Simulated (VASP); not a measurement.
# BAs (F-43m) in VASP: settings compared, part 2 of 2

VASP 6.6.1. Earlier steps stand in the parts before.

**3. Single point, LDA**

This run uses another cell than the first one, of 13.25 Å³/atom, 0.968 times its volume.

INCAR reads:

```
SYSTEM = BAs
PREC = Accurate
ENCUT = 600
EDIFF = 1E-6
ISMEAR = -1
SIGMA = 0.02
LREAL = .False.
LASPH = .True.
NELM = 120
ALGO = Normal
ISIF = 2
LWAVE = .False.
LCHARG = .False.
NBANDS = 16
GGA_COMPAT = .False.
```

KPOINTS reads:

```
regular mesh
0
Gamma
  8 8 8
  0 0 0
```

POSCAR reads:

```
BAs
1.0
    0.0000000000      2.3662726948      2.3662726948
    2.3662726948      0.0000000000      2.3662726948
    2.3662726948      2.3662726948      0.0000000000
B As
1 1
Direct
    0.0000000000      0.0000000000      0.0000000000
    0.2500000000      0.2500000000      0.2500000000
```

Potentials or basis: VASP PAW LDA potentials, release 64 (B, As_d).

On the command line:

```bash
$ cat potpaw_LDA.64/B/POTCAR potpaw_LDA.64/As_d/POTCAR > POTCAR
$ mpirun -np 1 vasp_std > vasp.out
```

OUTCAR:

```text
SYSTEM = BAs
   PREC = Accurate
   ENCUT = 600
   EDIFF = 1E-6
   ISMEAR = -1
   LREAL = .False.
   LASPH = .True.
   NELM = 120
   ISIF = 2

 ion  position               nearest neighbor table
   1  0.000  0.000  0.000-   2 2.05   2 2.05   2 2.05   2 2.05
   2  0.250  0.250  0.250-   1 2.05   1 2.05   1 2.05   1 2.05

  LATTYP: Found a face centered cubic cell.
 ALAT       =     4.7325453896

  Lattice vectors:

 A1 = (   0.0000000000,   2.3662726948,   2.3662726948)
[... 640 lines left out ...]

------------------------ aborting loop because EDIFF is reached ----------------------------------------

  FORCE on cell =-STRESS in cart. coord.  units (eV):
  Direction    XX          YY          ZZ          XY          YZ          ZX
  --------------------------------------------------------------------------------------
  -------------------------------------------------------------------------------------
  Total        0.1651506      0.1651506      0.1651506     -0.0000000      0.0000000     -0.0000000
  in kB        9.9854229      9.9854229      9.9854229     -0.0000000      0.0000000     -0.0000000
  external PRESSURE =       9.9854229 kB  Pullay stress =       0.0000000 kB

 VOLUME and BASIS-vectors are now :
 -----------------------------------------------------------------------------
  energy-cutoff  :      600.00
  volume of cell :       26.50
      direct lattice vectors                 reciprocal lattice vectors
     0.000000000  2.366272695  2.366272695    -0.211302781  0.211302781  0.211302781
     2.366272695  0.000000000  2.366272695     0.211302781 -0.211302781  0.211302781
     2.366272695  2.366272695  0.000000000     0.211302781  0.211302781 -0.211302781

 POSITION                                       TOTAL-FORCE (eV/Angst)
 -----------------------------------------------------------------------------------
      0.00000      0.00000      0.00000        -0.000000     -0.000000     -0.000000
      1.18314      1.18314      1.18314         0.000000      0.000000      0.000000
 -----------------------------------------------------------------------------------
    total drift:                                0.000001      0.000001      0.000001

  FREE ENERGIE OF THE ION-ELECTRON SYSTEM (eV)
  ---------------------------------------------------
  free  energy   TOTEN  =       -12.9405948695 eV

  energy  without entropy=      -12.9405948695  energy(sigma->0) =      -12.94059487
```

stdout:

```text
POSCAR found type information on POSCAR B As
 POSCAR found :  2 types and       2 ions
 scaLAPACK will be used
 LDA part: xc-table for (Slater(with rela. corr.)+CA(PZ))
 , standard interpolation
 POSCAR, INCAR and KPOINTS ok, starting setup
 FFT: planning ... GRIDC
 FFT: planning ... GRID_SOFT
 FFT: planning ... GRID
 WAVECAR not read
 entering main loop
```

Wall time 13 s (1 thread of AMD EPYC 7R13 (Zen 3), shared host); peak memory 0.11 GiB.

Results:

| Item | Value |
| --- | --- |
| Free energy | -12.9406 eV |
| Pressure | 1.0 GPa |
| Band gap on the k mesh | 1.12 eV, indirect (least direct gap 3.28 eV) |

A k mesh can miss the band edges. A hybrid or GW would open this gap; LDA tends to underestimate it.

**4. Relaxation of cell and atoms, LDA**

This run uses another cell than the first one, of 13.90 Å³/atom, 1.016 times its volume.

INCAR reads:

```
SYSTEM = BAs
ALGO = Normal ; EDIFF = 1E-7
EDIFFG = -0.005 ; ENCUT = 600
GGA_COMPAT = .FALSE. ; IBRION = 2
ISIF = 3 ; ISMEAR = -1
LASPH = .TRUE. ; LCHARG = .FALSE.
LREAL = .FALSE. ; LWAVE = .FALSE.
NELM = 120 ; NELMIN = 4
NSW = 80 ; PREC = Accurate
SIGMA = 0.02
```

KPOINTS reads:

```
k-points
0
G
  8 8 8
  0 0 0
```

POSCAR reads:

```
BAs
1.0
    0.0000000000      2.4044049122      2.4044049122
    2.4044049122      0.0000000000      2.4044049122
    2.4044049122      2.4044049122      0.0000000000
B As
1 1
Direct
    0.0000000000      0.0000000000      0.0000000000
    0.2500000000      0.2500000000      0.2500000000
```

On the command line:

```bash
$ cat potpaw_LDA.64/B/POTCAR potpaw_LDA.64/As_d/POTCAR > POTCAR
$ mpirun -np 1 vasp_std > vasp.out
```

Wall time 18 s (1 thread of Intel Xeon 6975P-C (Granite Rapids), shared host); peak memory 0.15 GiB.

Results (log left out):

```yaml
Free_energy: -12.9411 eV
Relaxed_volume: 13.28 Å³/atom
Relaxed_cell: a = 3.349 Å, b = 3.349 Å, c = 3.349 Å, α = 60.00°, β = 60.00°, γ = 60.00°
Space_group_after_relaxing_to_0.05_Å: F-43m (No. 216)
Energy_gained_by_relaxing: 12.5 meV/atom
Ionic_steps: 5
Pressure_after_relaxing: 0.0 GPa
Band_gap_on_the_k_mesh: 1.12 eV, indirect (least direct gap 3.28 eV)
```

Step by step:
| step | energy change (eV) | largest force (eV/Å) | pressure (GPa) | volume (Å³) |
| --- | --- | --- | --- | --- |
| 1 | 0.0000 | 0.0000 | -6.16 | 27.80 |
| 2 | -0.0118 | 0.0000 | 5.05 | 25.70 |
| 3 | -0.0249 | 0.0000 | -0.14 | 26.56 |
| 4 | -0.0249 | 0.0000 | 0.06 | 26.53 |
| 5 | -0.0249 | 0.0000 | 0.03 | 26.55 |

Final structure:
```cif
data_structure
_symmetry_space_group_name_H-M 'P 1'
_symmetry_Int_Tables_number 1
_cell_length_a 3.3486
_cell_length_b 3.3486
_cell_length_c 3.3486
_cell_angle_alpha 60.000
_cell_angle_beta 60.000
_cell_angle_gamma 60.000
_cell_volume 26.55
loop_
_atom_site_label
_atom_site_type_symbol
_atom_site_fract_x
_atom_site_fract_y
_atom_site_fract_z
_atom_site_occupancy
B1 B 0.00000 0.00000 0.00000 1
As1 As 0.25000 0.25000 0.25000 1
```

Levels at points of the mesh, in eV from the valence-band top:
| k point | band 7 | band 8 | band 9 | band 10 | band 11 | band 12 |
| --- | --- | --- | --- | --- | --- | --- |
| (0.00, 0.00, 0.00) | 0.00 | 0.00 | 0.00 | 3.28 | 3.28 | 3.28 |
| (0.50, 0.00, 0.00) | -8.94 | -1.86 | -1.86 | 2.84 | 4.79 | 4.79 |
| (0.50, 0.50, 0.00) | -8.56 | -4.18 | -4.18 | 1.32 | 1.39 | 11.51 |

A k mesh can miss the band edges. LDA usually gives volumes a few per cent too small.

**5. Single point, PBE (volume changed by -6%)**

INCAR reads:

```
ALGO = Normal
EDIFF = 1E-6
ENCUT = 500
GGA = PE
GGA_COMPAT = False
ISIF = 2
ISMEAR = 0
LASPH = True
LCHARG = False
LREAL = False
LWAVE = False
NBANDS = 11
NELM = 120
PREC = Accurate
SIGMA = 0.01
```

KPOINTS reads:

```
k-points
0
Gamma
  8 8 8
```

POSCAR reads:

```
BAs
1.0
    0.0000000000      2.3553216497      2.3553216497
    2.3553216497      0.0000000000      2.3553216497
    2.3553216497      2.3553216497      0.0000000000
B As
1 1
Direct
    0.0000000000      0.0000000000      0.0000000000
    0.2500000000      0.2500000000      0.2500000000
```

Potentials or basis: VASP PAW PBE potentials, release 64 (B, As).

On the command line:

```bash
$ cat potpaw_PBE.64/B/POTCAR potpaw_PBE.64/As/POTCAR > POTCAR
$ mpirun -np 1 vasp_std > vasp.out
```

It took 8.2 s on 1 thread of AMD EPYC 7R43 (Zen 3), shared host; peak memory 0.1 GiB.

Results (log left out):

* Free energy: -11.3572 eV
* Pressure: 10.1 GPa
* Band gap on the k mesh: 1.15 eV, indirect (least direct gap 3.33 eV)

Levels at points of the mesh, in eV from the valence-band top:
| k point | band 1 | band 2 | band 3 | band 4 | band 5 | band 6 | band 7 | band 8 | band 9 |
| --- | --- | --- | --- | --- | --- | --- | --- | --- | --- |
| (0.00, 0.00, 0.00) | -15.79 | 0.00 | 0.00 | 0.00 | 3.33 | 3.33 | 3.33 | 5.23 | 9.79 |
| (0.50, 0.00, 0.00) | -12.76 | -9.10 | -1.89 | -1.89 | 2.94 | 4.83 | 4.83 | 8.94 | 13.03 |
| (0.50, 0.50, 0.00) | -11.38 | -8.77 | -4.26 | -4.26 | 1.37 | 1.40 | 11.77 | 11.77 | 13.25 |

Caveat: the cell differs from its parent crystal (volume changed by -6%). A k mesh can miss the band edges.

**6. The runs side by side**

```csv
task,level,potentials or basis,spin,cell,k mesh,cutoff (eV),smearing,second run,gap on the mesh (eV),pressure (GPa)
single point,PBE,"VASP PAW PBE potentials, release 64 (B, As)","non-collinear, zero start, SOC","a = 3.383 Å, angles 60.0°, 2 atoms",10 × 10 × 10,520,fermi-dirac 0.02 eV,-,-,2.8
single point,LDA,"VASP PAW LDA potentials, release 64 (B, As_d)",off,"a = 3.346 Å, angles 60.0°, 2 atoms",8 × 8 × 8,600,fermi-dirac 0.02 eV,valence_matched,1.12,1.0
relaxation of cell and atoms,LDA,"VASP PAW LDA potentials, release 64 (B, As_d)",off,"relaxed from a = 3.400 Å, angles 60.0°, 2 atoms",8 × 8 × 8,600,fermi-dirac 0.02 eV,valence_matched,1.12,0.0
single point,PBE,"VASP PAW PBE potentials, release 64 (B, As)",off,"a = 3.331 Å, angles 60.0°, 2 atoms",8 × 8 × 8,500,gaussian 0.01 eV,-,1.15,10.1
```

Total energies depend on the potentials used, so only differences within one code and one set of settings carry meaning.
